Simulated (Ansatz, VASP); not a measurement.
# CsCl: VASP beside Ansatz

Contents of INCAR:

```
SYSTEM = CsCl
PREC = Accurate ; ENCUT = 400
EDIFF = 1E-8 ; ISMEAR = -1
SIGMA = 0.03 ; LREAL = .FALSE.
LASPH = .TRUE. ; NELM = 120
ALGO = Normal ; ISIF = 2
LWAVE = .FALSE. ; LCHARG = .FALSE.
GGA = PS ; LEFG = .TRUE.
NBANDS = 15 ; GGA_COMPAT = .FALSE.
```

Contents of KPOINTS:

```
Automatic mesh
0
G
  6 6 6
  0 0 0
```

The input POSCAR:

```
CsCl
1.0
    4.2038636668      0.0000000000      0.0000000000
    0.0000000000      4.2038636668      0.0000000000
    0.0000000000      0.0000000000      4.2038636668
Cs Cl
1 1
Direct
    0.0000000000      0.0000000000      0.0000000000
    0.5000000000      0.5000000000      0.5000000000
```

Input for Ansatz:

```yaml
crystal:
  lattice:
    - [4.2038636668, 0.0, 0.0]
    - [0.0, 4.2038636668, 0.0]
    - [0.0, 0.0, 4.2038636668]
  atoms:
    - { symbol: Cs, position: [0.0, 0.0, 0.0] }
    - { symbol: Cl, position: [0.5, 0.5, 0.5] }
kpoints:
  mp_grid: { grid: [6, 6, 6] }
scf:
  occupations: { method: fermi_dirac, width: 0.03 }
hamiltonian:
  xc: pbesol
  pseudopotentials: { kind: all_electron, datasets: crystal }
output:
  forces: true
  stress: true
  eigenvalues: true
  efg: { contact_densities: true }
```

Change from the starting cell: volume scaled by 1.06, crystal datasets.

Alike in both runs: task electric field gradients; functional PBEsol; k mesh 6 × 6 × 6; occupations fermi-dirac, width 0.03 eV; no spin polarisation.

```csv
,VASP,Ansatz
version,VASP 6.6.1,Ansatz 0.2.0
potentials or method,"VASP PAW PBE potentials, release 64 (Cs_sv, Cl), cutoff 400 eV","all-electron PAW with datasets made for the crystal, scalar-relativistic"
```

```tsv
	VASP	Ansatz	Ansatz less VASP
gap on the k mesh at the Fermi level (eV)	4.80	4.81	+0.011
pressure (GPa)	-1.4	-1.4	-0.02
```

VASP's potentials were made for PBE, not for PBEsol. Ansatz ran all-electron here, and VASP with PAW potentials.

Spin-orbit coupling is off throughout.
